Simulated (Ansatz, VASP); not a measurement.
# One calculation of NaCl, two programs

```
Cl Na
1.0
     3.50219    0.00000    0.00000
     0.00000    3.50219    0.00000
     0.00000    0.00000    3.50219
Cl Na
1 1
Direct
  0.50000 0.50000 0.50000
  0.00000 0.00000 0.00000
```

Alike in both runs: functional r2SCAN50; k mesh 4 × 4 × 4; occupations fermi-dirac, width 0.05 eV; no spin polarisation.

|  | VASP | Ansatz |
| --- | --- | --- |
| version | VASP 6.6.1 | Ansatz 0.2.0 |
| potentials or method | VASP PAW PBE potentials, release 64 (Cl, Na_pv) | Ansatz PAW |
| plane-wave cutoff (eV) | 520 | 500 |
| valence electrons in the cell | 14 | 16 |
| task | single point | band structure |

Ansatz gave:

```
gap on the k mesh at the Fermi level (eV) : 8.23
least direct gap on the mesh (eV)         : 8.81
pressure (GPa)                            : -1.4
```

Problem. Which values does VASP return?

Solution. gap on the k mesh at the Fermi level (eV): 8.27; least direct gap on the mesh (eV): 8.85; pressure (GPa): -1.6.

VASP's potentials were made for PBE, not for r2SCAN50. The functional is the same, so the differences come from potentials, cutoffs and numerics. VASP's potentials hold 14 valence electrons a cell and Ansatz's 16, so a difference there can come from the potentials and not from the codes.

The k mesh is coarse, so the values compare programs but aren't converged.
